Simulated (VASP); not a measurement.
The system is TbCu2C.

```
Tb Cu C
1.0
     3.99924    0.00000    0.00000
     0.00000    3.99924    0.00000
     0.00000    0.00000    3.85055
Tb Cu C
1 2 1
Direct
  0.00000 0.00000 0.00000
  0.00000 0.50000 0.50000
  0.50000 0.00000 0.50000
  0.50000 0.50000 0.00000
```

The cell was generated, and may not be a known phase.

```yaml
Program: VASP 6.6.1
Task: relaxation of cell and atoms
Functional: PBE
Potentials_or_basis: VASP PAW PBE potentials, release 64 (Tb_3, Cu, C), 4f in core
Cutoff: 600 eV
k_mesh: 12 × 12 × 12
Occupations: gaussian, width 0.1 eV
Spin: no spin polarisation
```

At the start: pressure -4.0 GPa; volume 15.40 Å³/atom.

Task: Where does the relaxation end?

Result: Over 13 steps the energy falls by 333.4 meV/atom and the volume is 15.27 Å³/atom (-0.8 %); space group P4/mmm (No. 123, to 0.1 Å) before and after.

Step by step:
| step | energy change (eV) | largest force (eV/Å) | pressure (GPa) | volume (Å³) |
| --- | --- | --- | --- | --- |
| 1 | 0.0000 | 0.0000 | -3.99 | 61.59 |
| 2 | -0.5808 | 0.0000 | 1.25 | 58.02 |
| 3 | -0.8577 | 0.0000 | 15.13 | 53.10 |
| 4 | -1.1012 | 0.0000 | 11.77 | 54.77 |
| 5 | -1.2063 | 0.0000 | 9.13 | 56.92 |
| 6 | -1.3225 | 0.0000 | 2.54 | 59.64 |
| 7 | -1.3329 | 0.0000 | 0.03 | 60.89 |
| 8 | -1.3330 | 0.0000 | 0.17 | 60.81 |
| 9 | -1.3329 | 0.0000 | 0.33 | 60.73 |
| 10 | -1.3332 | 0.0000 | 0.29 | 60.79 |
| 11 | -1.3337 | 0.0000 | 0.19 | 60.92 |
| 12 | -1.3337 | 0.0000 | 0.12 | 60.99 |
| 13 | -1.3337 | 0.0000 | 0.00 | 61.07 |

Final structure:
```xyz
4
Lattice="3.5220 0.0000 0.0000 0.0000 3.5220 0.0000 0.0000 0.0000 4.9230" Properties=species:S:1:pos:R:3 pbc="T T T"
Tb    0.0000    0.0000    0.0000
Cu    0.0000    1.7610    2.4615
Cu    1.7610    0.0000    2.4615
C     1.7610    1.7610    0.0000
```

Caveat: a cell axis changed by over 15 % at a fixed basis, so the end point is rough.
